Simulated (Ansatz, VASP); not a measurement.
# TePb in VASP and in Ansatz

```
Pb Te
1.0
     4.51188    0.00000    0.00000
     0.00000    4.51188    0.00000
     0.00000    0.00000   22.38080
Pb Te
3 3
Cartesian
  1.1280 1.1280 8.0000
  3.3839 3.3839 11.1904
  1.1280 1.1280 14.3808
  3.3839 3.3839 8.0000
  1.1280 1.1280 11.1904
  3.3839 3.3839 14.3808
```

Alike in both runs: task single point; functional LDA; k mesh 7 × 7 × 1; occupations fermi-dirac, width 0.02 eV; no spin polarisation.

|  | VASP | Ansatz |
| --- | --- | --- |
| version | VASP 6.6.1 | Ansatz 0.2.0 |
| potentials or method | VASP PAW LDA potentials, release 64 (Pb_d, Te) | PAW with Ansatz's default frozen-core files, scalar-relativistic |
| plane-wave cutoff (eV) | 520 | 420 |
| valence electrons in the cell | 60 | 90 |

```tsv
	VASP	Ansatz	Ansatz less VASP
gap on the k mesh at the Fermi level (eV)	0.79	0.80	+0.014
rms of the force components (eV/Å)	0.133	0.137	+0.0036
```

LDA's correlation is that of Perdew and Zunger in VASP and of Perdew and Wang (1992) in Ansatz. VASP's potentials hold 60 valence electrons a cell and Ansatz's 90, so a difference there can come from the potentials and not from the codes.

Neither program's run includes spin-orbit coupling.
